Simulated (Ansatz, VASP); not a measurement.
One calculation of SnSe, two programs

```xyz
4
Lattice="5.1705 0.0000 0.0000 0.0000 5.1705 0.0000 0.0000 0.0000 4.4265" Properties=species:S:1:pos:R:3 pbc="T T T"
Sn    0.0000    2.5853    1.2792
Sn    2.5853    0.0000    3.1473
Se    2.5853    2.5853    0.0000
Se    0.0000    0.0000    0.0000
```

Alike in both runs: functional PBE; k mesh 8 × 8 × 8; occupations gaussian, width 0.02 eV; no spin polarisation.

Ansatz relaxed the structure, and its values are those at the end. VASP's run is a single point on that final structure, the one shown.

```csv
,VASP,Ansatz
version,VASP 6.6.1,Ansatz 0.2.0
potentials or method,"VASP PAW PBE potentials, release 64 (Sn_d, Se), cutoff 520 eV","scalar-relativistic, plane waves, PAW"
valence electrons in the cell,40,60
```

Ansatz gave:

| Property | Result |
| --- | --- |
| gap on the k mesh at the Fermi level (eV) | 0.42 |
| least direct gap on the mesh (eV) | 0.64 |
| pressure (GPa) | 0.0 |
| rms of the force components (eV/Å) | 0.000 |

Problem. What did VASP give for the same quantities?

Solution. gap on the k mesh at the Fermi level (eV): 0.43; least direct gap on the mesh (eV): 0.64; pressure (GPa): 0.0; rms of the force components (eV/Å): 0.003.

VASP's potentials hold 40 valence electrons a cell and Ansatz's 60, so a difference there can come from the potentials and not from the codes.
